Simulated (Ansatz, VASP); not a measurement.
Given: the input of a run of Ansatz 0.2.0 on Cr.

input.yaml

```yaml
crystal:
  lattice:
    - [2.714, 0.0, 0.0]
    - [-1.357, 2.3503929459, 0.0]
    - [0.0, 0.0, 4.41]
  atoms:
    - { symbol: Cr, position: [0.6666666667, 0.3333333333, 0.75], spin: 3.0 }
    - { symbol: Cr, position: [0.3333333333, 0.6666666667, 0.25], spin: 3.0 }
hamiltonian:
  xc: pbe
  pseudopotentials: { kind: paw }
magnetization:
  spin_polarized: true
  initial_magnetization: 6.0
  spin_locking: { lock_magnetization: hard }
kpoints:
  mp_grid: { grid: [9, 9, 5] }
scf:
  occupations: { method: fermi_dirac, width: 0.05 }
  lower_state_search: "off"
output:
  forces: true
  stress: true
  eigenvalues: true
```

Potentials or basis: Ansatz PAW.

Launch:

```sh
$ ansatz run input.yaml --threads 2 --pin off --max-ram 5632MiB --backend cpu --events-out ev --progress --plain --runs-dir out
```

Q: Translate it to VASP 6.6.1. Potentials there: VASP PAW PBE potentials, release 64 (Cr_sv).

A: As run (the cutoff follows the program's own potentials):

File INCAR:

```
PREC = Accurate
ENCUT = 700
EDIFF = 1E-6
ISMEAR = -1
SIGMA = 0.05
LREAL = False
LASPH = True
NELM = 200
ALGO = Normal
ISIF = 2
LWAVE = False
LCHARG = False
ISPIN = 2
MAGMOM = 3 3
LORBIT = 11
NUPDOWN = 6.0
LMAXMIX = 4
GGA = PE
NBANDS = 25
GGA_COMPAT = False
```

The input KPOINTS:

```
regular mesh
0
Gamma
  9 9 5
```

Contents of POSCAR:

```
Cr
1.0
    2.7140000000      0.0000000000      0.0000000000
   -1.3570000000      2.3503929459      0.0000000000
    0.0000000000      0.0000000000      4.4100000000
Cr
2
Direct
    0.6666666667      0.3333333333      0.7500000000
    0.3333333333      0.6666666667      0.2500000000
```

Potentials or basis: VASP PAW PBE potentials, release 64 (Cr_sv).

The run is started by

```sh
$ cat potpaw_PBE.64/Cr_sv/POTCAR > POTCAR
$ mpirun -np 1 vasp_std > vasp.out
```

Both were run:

|  | VASP | Ansatz | Ansatz less VASP |
| --- | --- | --- | --- |
| pressure (GPa) | 6.6 | 7.2 | +0.57 |
| traceless stress, the component that is largest in VASP (GPa) | -2.26 | -2.24 | +0.018 |
| net moment per atom (μB) | 3.00 | 3.00 | 0.000 |
| size of the moment on the site where the two differ most (μB) | 2.46 | 2.71 | +0.247 |

Site moments also hang on the region over which each program counts them.
